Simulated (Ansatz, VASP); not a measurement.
**Eu: VASP beside Ansatz**

```
Eu
1.0
    -2.13792    2.13792    2.13792
     2.13792   -2.13792    2.13792
     2.13792    2.13792   -2.13792
Eu
1
Direct
  0.00000 0.00000 0.00000
```

Change from the starting cell: volume scaled by 0.8, PAW files.

Alike in both runs: task single point; functional PBE; k mesh 10 × 10 × 10; occupations fermi-dirac, width 0.05 eV; collinear spin.

```csv
,VASP,Ansatz
version,VASP 6.6.1,Ansatz 0.2.0
potentials or method,"VASP PAW PBE potentials, release 64 (Eu)","PAW with Ansatz's default frozen-core files, scalar-relativistic"
plane-wave cutoff (eV),520,420
valence electrons in the cell,17,17
```

```tsv
	VASP	Ansatz	Ansatz less VASP
pressure (GPa)	0.9	1.2	+0.26
net moment per atom (μB)	7.25	7.26	+0.010
size of the moment on the site where the two differ most (μB)	6.66	7.00	+0.338
```

Site moments also hang on the region over which each program counts them.

Spin-orbit coupling is off throughout.
